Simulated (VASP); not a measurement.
Runs of VASP 6.6.1 on CsH2. The structure is that of space group Pn-3m (No. 224), or close to it. The cells are those of the table. The cell was built from a structure type or drawn by symmetry, and may not be a known phase.

```csv
task,cell,k mesh,cutoff (eV),gap on the mesh (eV),pressure (GPa),relaxed volume (Å³/atom)
single point,"a = 6.525 Å, 6 atoms",6 × 6 × 6,520,none,0.0,-
relaxation of cell and atoms,"relaxed from a = 5.120 Å, 6 atoms",4 × 4 × 4,600,none,0.0,44.73
relaxation of cell and atoms,"relaxed from a = 6.461 Å, 6 atoms",6 × 6 × 6,600,none,0.0,46.58
single point,"a = 6.461 Å, 6 atoms",4 × 4 × 4,520,none,(a),-
single point,"a = 5.120 Å, 6 atoms",4 × 4 × 4,520,none,9.9,-
```

Alike in all rows: level PBE; potentials or basis VASP PAW PBE potentials, release 64 (Cs_sv, H); no spin polarisation; smearing gaussian 0.1 eV.

**Question.** Estimate the missing entries.

**Answer.** (a) 0.1.

Caveats: spin-orbit coupling is left out, which moves the levels of the heavy elements; the volume moved by over 15 % at a fixed basis, so the end points are rough (at least some runs); the cell stands under pressure (at least some runs).

A k mesh can miss the band edges, and the runs leave out spin-orbit coupling on Cs.

A gap of «none» marks levels without a gap at the run's occupations.
